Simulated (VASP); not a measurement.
Wanted: the native input for a VASP 6.6.1 run.

- Task: single point
- Functional: PBE
- Potentials or basis: VASP PAW PBE potentials, release 64 (Co)
- Cutoff: 520 eV
- k mesh: 17 × 17 × 10
- Occupations: fermi-dirac, width 0.05 eV
- Spin: no spin polarisation
- Dipole correction: no
- Further INCAR settings: ALGO = Normal; EDIFF = 1e-07; NBANDS = 16

The structure of Co lies in POSCAR:

```
Co
1.0
    2.2574742427      0.0000000000      0.0000000000
   -1.1287371214      1.9550300425      0.0000000000
    0.0000000000      0.0000000000      3.6522237537
Co
2
Direct
    0.3333333333      0.6666666667      0.2500000000
    0.6666666667      0.3333333333      0.7500000000
```

The input as run:

INCAR

```
  PREC = Accurate
  ENCUT = 520
  EDIFF = 1E-7
  ISMEAR = -1
  SIGMA = 0.05
  LREAL = False
  LASPH = True
  NELM = 60
  ALGO = Normal
  ISIF = 2
  LWAVE = False
  LCHARG = False
  GGA = PE
  NBANDS = 16
```

KPOINTS

```
regular mesh
0
Gamma
  17 17 10
```

Potentials or basis: VASP PAW PBE potentials, release 64 (Co).

Command:

```console
$ cat potpaw_PBE.64/Co/POTCAR > POTCAR
$ mpirun -np 1 vasp_std > vasp.out
```

It gave:

```
Pressure               : 110.2 GPa
Band gap on the k mesh : zero (bands 9 and 10 overlap by 2.19 eV)
```

Caveat: the cell stands under pressure; the run has no spin polarisation, though such a crystal can be magnetic.

It took 45 s on 1 thread of Intel(R) Xeon(R) Platinum 8488C (Sapphire Rapids) (shared host), peak memory 0.16 GiB.
